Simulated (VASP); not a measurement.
Wanted: the native input for a VASP 6.6.1 run.

| Item | Value |
| --- | --- |
| Task | single point |
| Functional | PBE |
| Potentials or basis | VASP PAW PBE potentials, release 64 (Sb, Ga_d) |
| Cutoff | 520 eV |
| k mesh | 10 × 10 × 10 |
| Occupations | fermi-dirac, width 0.05 eV |
| Spin | no spin polarisation |
| Dipole correction | no |
| Further INCAR settings | ALGO = Normal; EDIFF = 1e-06; NBANDS = 16 |

The structure of GaSb lies in POSCAR:

```
GaSb
1.0
   -2.7665765423      2.7665765423      1.5788635470
    2.7665765423     -2.7665765423      1.5788635470
    2.7665765423      2.7665765423     -1.5788635470
Sb Ga
1 1
Direct
    0.0000000000      0.0000000000      0.0000000000
    0.7500000000      0.2500000000      0.5000000000
```

The input as run:

INCAR

```
PREC     = Accurate       # precision mode
ENCUT    = 520            # plane-wave cutoff, eV
EDIFF    = 1E-6           # SCF threshold, eV
ISMEAR   = -1             # smearing method
SIGMA    = 0.05           # smearing width, eV
LREAL    = F              # projectors in reciprocal space
LASPH    = T              # aspherical terms in the spheres
NELM     = 100            # most SCF steps
ALGO     = Normal         # electronic algorithm
ISIF     = 2              # what is computed and relaxed
LWAVE    = F              # write WAVECAR
LCHARG   = F              # write CHGCAR
GGA      = PE             # functional
NBANDS   = 16             # bands
```

KPOINTS

```
regular mesh
0
Gamma
  10 10 10
```

Potentials or basis: VASP PAW PBE potentials, release 64 (Sb, Ga_d).

Run with:

```sh
$ cat potpaw_PBE.64/Sb/POTCAR potpaw_PBE.64/Ga_d/POTCAR > POTCAR
$ mpirun -np 1 vasp_std > vasp.out
```

It gave:

```yaml
Pressure: 0.0 GPa
Band_gap_on_the_k_mesh: zero (band 9 reaches 8.30 eV, above the bottom of band 10 at 3.87 eV)
```

Caveat: spin-orbit coupling is left out, which moves the levels of the heavy elements.

It took 20 s on 1 thread of Intel(R) Xeon(R) 6975P-C (Granite Rapids) (shared host), peak memory 0.23 GiB.
